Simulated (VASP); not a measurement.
# NaAl3 (I4/mmm) in VASP: notebook

Runs on NaAl3. Level: PBE. Tasks: single point.

Program: VASP 6.6.1. These are calculated values, not measurements. Logs are shortened: lines on timing, memory, paths and dates and some standing lists are left out, and cuts for length are marked.

## (1) The cell of the first run

Symmetry: I4/mmm, No. 139, tetragonal system. The conventional cell has a = 4.688 Å, b = 4.688 Å, c = 7.812 Å, α = 90.00°, β = 90.00°, γ = 90.00°. Na (site symmetry 4/mmm) has 14 Al at 3.05 to 3.91 Å within 4.0 Å. Al (site symmetry -4m2) has 4 Na at 3.05 Å and 10 Al at 3.05 to 3.91 Å within 4.0 Å. Within 4.0 Å of Al (site symmetry 4/mmm) lie 8 Al at 3.05 Å and 6 Na at 3.31 to 3.91 Å.

## (2) Single point, PBE (strained)

Input file INCAR:

```
PREC = Accurate ; ENCUT = 520
EDIFF = 1E-6 ; ISMEAR = 0
SIGMA = 0.1 ; LREAL = False
LASPH = True ; NELM = 100
ALGO = Normal ; ISIF = 2
LWAVE = False ; LCHARG = False
GGA = PE ; NBANDS = 16
```

Input file KPOINTS:

```
Automatic mesh
0
Gamma
  14 14 14
```

Input file POSCAR:

```
NaAl3
1.0
   -2.3439242794      2.3439242794      3.9061741684
    2.3439242794     -2.3439242794      3.9061741684
    2.3439242794      2.3439242794     -3.9061741684
Na Al
1 3
Direct
    0.0000000000      0.0000000000      0.0000000000
    0.7500000000      0.2500000000      0.5000000000
    0.2500000000      0.7500000000      0.5000000000
    0.5000000000      0.5000000000      0.0000000000
```

Potentials or basis: VASP PAW PBE potentials, release 64 (Na_pv, Al).

Run with:

```bash
cat potpaw_PBE.64/Na_pv/POTCAR potpaw_PBE.64/Al/POTCAR > POTCAR
mpirun -np 1 vasp_std > vasp.out
```

OUTCAR:

```text
PREC = Accurate
   ENCUT = 520
   EDIFF = 1E-6
   ISMEAR = 0
   LREAL = False
   LASPH = True
   NELM = 100
   ISIF = 2
   GGA = PE

 ion  position               nearest neighbor table
   1  0.000  0.000  0.000-   2 3.05   3 3.05   2 3.05   3 3.05   2 3.05   3 3.05   2 3.05   3 3.05

   2  0.750  0.250  0.500-   4 3.05   1 3.05   1 3.05   4 3.05   1 3.05   4 3.05   4 3.05   1 3.05
                             3 3.31   3 3.31   3 3.31   3 3.31
   3  0.250  0.750  0.500-   1 3.05   4 3.05   1 3.05   4 3.05   1 3.05   4 3.05   1 3.05   4 3.05
                             2 3.31   2 3.31   2 3.31   2 3.31
   4  0.500  0.500  0.000-   3 3.05   2 3.05   2 3.05   3 3.05   2 3.05   3 3.05   3 3.05   2 3.05

  LATTYP: Found a body centered tetragonal cell.
 ALAT       =     4.6878485588
 C/A-ratio  =     1.6665103915

  Lattice vectors:

 A1 = (  -2.3439242794,   2.3439242794,   3.9061741684)
 A2 = (   2.3439242794,  -2.3439242794,   3.9061741684)
 A3 = (   2.3439242794,   2.3439242794,  -3.9061741684)

Analysis of symmetry for initial positions (statically):
=====================================================================
 Subroutine PRICEL returns:
 Original cell was already a primitive cell.

 Routine SETGRP: Setting up the symmetry group for a
 body centered tetragonal supercell.

 Subroutine GETGRP returns: Found 16 space group operations
 (whereof 16 operations were pure point group operations)
 out of a pool of 16 trial point group operations.

The static configuration has the point symmetry D_4h.

Analysis of symmetry for dynamics (positions and initial velocities):
=====================================================================
 Subroutine PRICEL returns:
 Original cell was already a primitive cell.

 Routine SETGRP: Setting up the symmetry group for a
 body centered tetragonal supercell.

 Subroutine GETGRP returns: Found 16 space group operations
 (whereof 16 operations were pure point group operations)
 out of a pool of 16 trial point group operations.

The dynamic configuration has the point symmetry D_4h.

 Subroutine INISYM returns: Found 16 space group operations
 (whereof 16 operations are pure point group operations),
 and found     1 'primitive' translations

----------------------------------------------------------------------------------------

                                     Primitive cell

  volume of cell :      85.8418

  direct lattice vectors                    reciprocal lattice vectors
    -2.343924279  2.343924279  3.906174168     0.000000000  0.213317471  0.128002485
     2.343924279 -2.343924279  3.906174168     0.213317471  0.000000000  0.128002485
     2.343924279  2.343924279 -3.906174168     0.213317471  0.213317471  0.000000000

  length of vectors
     5.123100496  5.123100496  5.123100496     0.248774958  0.248774958  0.301676461

  position of ions in fractional coordinates (direct lattice)
     0.000000000  0.000000000  0.000000000
     0.750000000  0.250000000  0.500000000
     0.250000000  0.750000000  0.500000000
     0.500000000  0.500000000  0.000000000

  ion indices of the primitive-cell ions
   primitive index   ion index
                 1           1
                 2           2
                 3           3
                 4           4

----------------------------------------------------------------------------------------

 KPOINTS: Automatic mesh

Automatic generation of k-mesh.
 Grid dimensions read from file:
 generate k-points for:   14   14   14

 Generating k-lattice:

  Cartesian coordinates                     Fractional coordinates (reciprocal lattice)
     0.000000000  0.015236962  0.009143035     0.071428571  0.000000000  0.000000000
     0.015236962  0.000000000  0.009143035     0.000000000  0.071428571  0.000000000
     0.015236962  0.015236962  0.000000000     0.000000000  0.000000000  0.071428571

  Length of vectors
     0.017769640  0.017769640  0.021548319

  Shift w.r.t. Gamma in fractional coordinates (k-lattice)
     0.000000000  0.000000000  0.000000000

 Subroutine IBZKPT returns following result:
 ===========================================

 Found    244 irreducible k-points:

 Following reciprocal coordinates:
            Coordinates               Weight
  0.000000  0.000000  0.000000      1.000000
  0.071429 -0.000000  0.000000      8.000000
  0.142857 -0.000000  0.000000      8.000000
  0.214286 -0.000000  0.000000      8.000000
  0.285714  0.000000  0.000000      8.000000
  0.357143  0.000000 -0.000000      8.000000
[... 16 lines left out ...]
  0.214286  0.142857  0.000000     16.000000
  0.285714  0.142857  0.000000     16.000000
 [... further k-points ...]
   k-points           NKPTS =    244   k-points in BZ     NKDIM =    244   number of bands    NBANDS=     16
   number of dos      NEDOS =    301   number of ions     NIONS =      4
   total plane-waves  NPLWV =  64000
   dimension x,y,z NGX =    40 NGY =   40 NGZ =   40
   dimension x,y,z NGXF=    80 NGYF=   80 NGZF=   80
   ions per type =               1   3
   NGX,Y,Z   is equivalent  to a cutoff of  12.98, 12.98, 12.98 a.u.
   NGXF,Y,Z  is equivalent  to a cutoff of  25.96, 25.96, 25.96 a.u.
 SYSTEM =  unknown system
   PREC   = accura    normal or accurate (medium, high low for compatibility)
   ISTART =      0    job   : 0-new  1-cont  2-samecut
   ICHARG =      2    charge: 1-file 2-atom 10-const
   ISPIN  =      1    spin polarized calculation?
   LNONCOLLINEAR =      F non collinear calculations
   LSORBIT =      F    spin-orbit coupling
   LASPH  =      T    aspherical Exc in radial PAW
   ENCUT  =  520.0 eV  38.22 Ry    6.18 a.u.   9.53  9.53  9.53*2*pi/ulx,y,z
   NELM   =    100;   NELMIN=  2; NELMDL= -5     # of ELM steps
   EDIFF  = 0.1E-05   stopping-criterion for ELM
   LREAL  =      F    real-space projection
[... 7 lines left out ...]
   TEBEG  =    0.0;   TEEND  =   0.0 temperature during run
   PSTRESS=    0.0 pullay stress
   NELECT =      16.0000    total number of electrons
   NUPDOWN=      -1.0000    fix difference up-down
   EMIN   =  10.00;   EMAX   =-10.00  energy-range for DOS
   EFERMI =   0.00;   METHOD = LEGACY
   ISMEAR =     0;   SIGMA  =   0.10  broadening in eV -4-tet -1-fermi 0-gaus
   EFERMI_NEDOS =   21; number of points for ismear=-14 and -15
   IALGO  =     38    algorithm
   IMIX   =      4    mixing-type and parameters
     AMIX     =   0.40;   BMIX     =  1.00
     AMIX_MAG =   1.60;   BMIX_MAG =  1.00
  volume/ion in A,a.u.               =      21.46       144.82
  Fermi-wavevector in a.u.,A,eV,Ry     =   0.935151  1.767180 11.898405  0.874508
  Thomas-Fermi vector in A             =   2.062029
   LORBIT       =      0    0 simple, 1 ext, 2 COOP (PROOUT), +10 PAW based schemes
   GGA     = PE    functional components
   LHFCALC =     F    Hartree Fock is set to
   AEXX    =    0.0000 exact exchange contribution
   IVDW    =     0    specifies the selected vdW correction
   LEPSILON=     F    determine dielectric tensor
   LRPA    =     F    only Hartree local field effects (RPA)
 non-spin polarized calculation
 Gauss-broadening in eV      SIGMA  =   0.10
  energy-cutoff  :      520.00
  volume of cell :       85.84
 maximum number of plane-waves:      2347
 NGX is ok and might be reduce to    40
   NGX = 19   NGY = 19   NGZ = 19

 number of electron      16.0000005 magnetization

 Free energy of the ion-electron system (eV)
  ---------------------------------------------------
  ext. energy  EPLUGINS =         0.00000000
  ---------------------------------------------------
  free energy    TOTEN  =       -11.62139716 eV

  energy without entropy =      -11.61418955  energy(sigma->0) =      -11.61779336

 E-fermi :   4.5527     XC(G=0):  -9.0017

 val. band max:        4.5337351515   @ k =  -0.3571  -0.3571   0.2143
 cond. band min:       4.5575369330   @ k =   0.5000   0.5000   0.2143
 fundamental gap:      0.0238017815
 Fermi energy:         4.5527150861

 k-point     1 :       0.0000    0.0000    0.0000
  band No.  band energies     occupation
      1     -19.5699      2.00000
      2     -19.5504      2.00000
      3     -19.5504      2.00000
      4      -4.0012      2.00000
      5       3.9192      2.00000
      6       4.1923      2.00000
[... 8 lines left out ...]
     15       9.1332      0.00000
     16       9.1332      0.00000

 k-point     2 :       0.0714   -0.0000    0.0000
  band No.  band energies     occupation
      1     -19.5700      2.00000
      2     -19.5506      2.00000
      3     -19.5504      2.00000
      4      -3.9555      2.00000
      5       3.2360      2.00000
      6       3.9775      2.00000
[... 8 lines left out ...]
     15       8.4550      0.00000
     16       9.1561      0.00000

 k-point     3 :       0.1429   -0.0000    0.0000
  band No.  band energies     occupation
      1     -19.5701      2.00000
      2     -19.5510      2.00000
      3     -19.5504      2.00000
      4      -3.8190      2.00000
      5       2.3090      2.00000
      6       3.6546      2.00000
[... 8 lines left out ...]
     15       8.4090      0.00000
     16       9.5139      0.00000

 k-point     4 :       0.2143   -0.0000    0.0000
  band No.  band energies     occupation
      1     -19.5703      2.00000
      2     -19.5516      2.00000
      3     -19.5504      2.00000
      4      -3.5929      2.00000
      5       1.3875      2.00000
      6       3.3519      2.00000
[... 8 lines left out ...]
     15       8.6728      0.00000
     16      10.3263      0.00000
[... 324 lines left out ...]
 k-point    22 :       0.1429    0.1429    0.0000
  band No.  band energies     occupation
      1     -19.5704      2.00000
      2     -19.5511      2.00000
      3     -19.5510      2.00000
      4      -3.5425      2.00000
      5       1.7998      2.00000
      6       2.1040      2.00000
[... 8 lines left out ...]
     15       9.7010      0.00000
     16       9.8779      0.00000

 k-point    23 :       0.2143    0.1429    0.0000
  band No.  band energies     occupation
      1     -19.5706      2.00000
      2     -19.5517      2.00000
      3     -19.5510      2.00000
      4      -3.2717      2.00000
      5       1.0336      2.00000
      6       1.8708      2.00000
[... 8 lines left out ...]
     15       9.8932      0.00000
     16      10.6962      0.00000

 k-point    24 :       0.2857    0.1429    0.0000
  band No.  band energies     occupation
      1     -19.5708      2.00000
      2     -19.5523      2.00000
      3     -19.5510      2.00000
      4      -2.9176      2.00000
      5       0.2211      2.00000
      6       1.7974      2.00000
[... 8 lines left out ...]
     15      10.2251      0.00000
     16      10.7637      0.00000

 [... further k-points ...]

------------------------ aborting loop because EDIFF is reached ----------------------------------------

  FORCE on cell =-STRESS in cart. coord.  units (eV):
  Direction    XX          YY          ZZ          XY          YZ          ZX
  --------------------------------------------------------------------------------------
  -------------------------------------------------------------------------------------
  Total       -2.4425062     -2.4425062     -1.7580587      0.0000000     -0.0000000      0.0000000
  in kB      -45.5876821    -45.5876821    -32.8129441      0.0000000     -0.0000000      0.0000000
  external PRESSURE =     -41.3294361 kB  Pullay stress =       0.0000000 kB

 VOLUME and BASIS-vectors are now :
 -----------------------------------------------------------------------------
  energy-cutoff  :      520.00
  volume of cell :       85.84
      direct lattice vectors                 reciprocal lattice vectors
    -2.343924279  2.343924279  3.906174168     0.000000000  0.213317471  0.128002485
     2.343924279 -2.343924279  3.906174168     0.213317471  0.000000000  0.128002485
     2.343924279  2.343924279 -3.906174168     0.213317471  0.213317471  0.000000000

 POSITION                                       TOTAL-FORCE (eV/Angst)
 -----------------------------------------------------------------------------------
      0.00000      0.00000      0.00000         0.000000     -0.000000      0.000000
     -0.00000      2.34392      1.95309        -0.000000      0.000000      0.000000
      2.34392     -0.00000      1.95309         0.000000     -0.000000     -0.000000
      0.00000      0.00000      3.90617         0.000000     -0.000000      0.000000
 -----------------------------------------------------------------------------------
    total drift:                               -0.000000     -0.000000     -0.000000

  FREE ENERGIE OF THE ION-ELECTRON SYSTEM (eV)
  ---------------------------------------------------
  free  energy   TOTEN  =       -11.6213971638 eV

  energy  without entropy=      -11.6141895504  energy(sigma->0) =      -11.61779336
```

Wall time 7.3 min (1 thread of AMD EPYC 7R43 (Zen 3), shared host); peak memory 0.38 GiB.

Results:

```
Free energy            : -11.6214 eV
Pressure               : -4.1 GPa
Band gap on the k mesh : zero (band 8 reaches 5.60 eV, above the bottom of band 9 at 3.70 eV)
```

Stress tensor (GPa, compression positive):
```
-4.56  0.00  0.00
 0.00 -4.56  0.00
 0.00  0.00 -3.28
```

Levels at points of the mesh, in eV from the Fermi level:
```csv
k point,band 5,band 6,band 7,band 8,band 9,band 10,band 11,band 12
"(0.00, 0.00, 0.00)",-0.63,-0.36,-0.36,-0.31,0.37,0.49,0.63,0.63
"(0.50, 0.00, 0.00)",-5.91,-1.78,-1.54,-0.51,0.54,0.63,1.65,4.40
"(0.50, 0.50, 0.00)",-5.34,-3.77,-2.84,-2.47,-0.85,2.87,4.33,4.60
"(0.50, 0.50, 0.50)",-5.86,-2.51,-2.03,-2.03,0.14,5.19,5.19,5.29
```

Caveat: the cell differs from its parent crystal (strained).

## (3) Single point, PBE (strained)

Input file INCAR:

```
ALGO     = Normal         # electronic algorithm
EDIFF    = 1E-6           # SCF threshold, eV
ENCUT    = 520            # plane-wave cutoff, eV
GGA      = PE             # functional
ISIF     = 2              # what is computed and relaxed
ISMEAR   = 0              # smearing method
LASPH    = True           # aspherical terms in the spheres
LCHARG   = False          # write CHGCAR
LREAL    = False          # projectors in reciprocal space
LWAVE    = False          # write WAVECAR
NBANDS   = 16             # bands
NELM     = 100            # most SCF steps
PREC     = Accurate       # precision mode
SIGMA    = 0.1            # smearing width, eV
```

Input file KPOINTS:

```
k-points
0
Gamma
  14 14 14
```

Input file POSCAR:

```
NaAl3
1.0
   -2.2918346424      2.2918346424      3.9308116435
    2.2918346424     -2.2918346424      3.9308116435
    2.2918346424      2.2918346424     -3.9308116435
Na Al
1 3
Direct
    0.0000000000      0.0000000000      0.0000000000
    0.7500000000      0.2500000000      0.5000000000
    0.2500000000      0.7500000000      0.5000000000
    0.5000000000      0.5000000000      0.0000000000
```

Potentials or basis: VASP PAW PBE potentials, release 64 (Na_pv, Al).

Run with:

```bash
cat potpaw_PBE.64/Na_pv/POTCAR potpaw_PBE.64/Al/POTCAR > POTCAR
mpirun -np 1 vasp_std > vasp.out
```

Run time: 7.2 min. Hardware: 1 thread of AMD EPYC 7R43 (Zen 3), shared host; peak memory 0.39 GiB.

Results (log left out):

- Free energy: -11.7097 eV
- Pressure: -3.1 GPa
- Band gap on the k mesh: zero (band 8 reaches 6.10 eV, above the bottom of band 9 at 3.93 eV)

Stress tensor (GPa, compression positive):
```
-3.65  0.00  0.00
 0.00 -3.65  0.00
 0.00  0.00 -2.06
```

Levels at points of the mesh, in eV from the Fermi level:
```tsv
k point	band 6	band 7	band 8	band 9	band 10	band 11
(0.00, 0.00, 0.00)	-0.40	-0.40	-0.39	0.42	0.45	0.68
(0.50, 0.00, 0.00)	-1.87	-1.70	-0.44	0.71	0.71	1.86
(0.50, 0.50, 0.00)	-3.82	-2.99	-2.54	-0.91	2.71	4.16
(0.50, 0.50, 0.50)	-2.31	-2.00	-2.00	0.27	5.34	5.47
```

Caveat: the cell differs from its parent crystal (strained).
